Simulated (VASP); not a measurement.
Runs of VASP 6.6.1 on SnSe2. The structure is that of space group P-3m1 (No. 164), or close to it. The cells are those of the table. 

```tsv
task	cell	cutoff (eV)	k mesh for the DOS	occupations for the DOS	gap on the mesh (eV)	pressure (GPa)
relaxation of shape and atoms at fixed volume	relaxed from a = 3.844, b = 3.844, c = 5.944 Å, angles 90.0, 90.0, 120.0°, 3 atoms	600	-	-	0.34	-1.8
relaxation of shape and atoms at fixed volume	relaxed from a = 3.828, b = 3.828, c = 5.825 Å, angles 90.0, 90.0, 120.0°, 3 atoms	600	-	-	(a)	-1.0
relaxation of cell and atoms	relaxed from a = 3.785, b = 3.785, c = 5.766 Å, angles 90.0, 90.0, 120.0°, 3 atoms	600	-	-	0.04	0.0
relaxation of shape and atoms at fixed volume	relaxed from a = 3.863, b = 3.863, c = 6.107 Å, angles 90.0, 90.0, 120.0°, 3 atoms	600	-	-	0.55	-2.3
```

Alike in all rows: level PBEsol+D3(BJ); potentials or basis VASP PAW PBE potentials, release 64 (Sn_d, Se); no spin polarisation; k mesh 12 × 12 × 6; smearing gaussian 0.02 eV.

Problem. Fill in the values left out.

Solution. (a) 0.18.

Caveats: the PAW data sets were made with another functional, which shifts forces and pressure a little; spin-orbit coupling is left out, which moves the levels of the heavy elements.

A k mesh can miss the band edges, and the runs leave out spin-orbit coupling on Se, Sn.
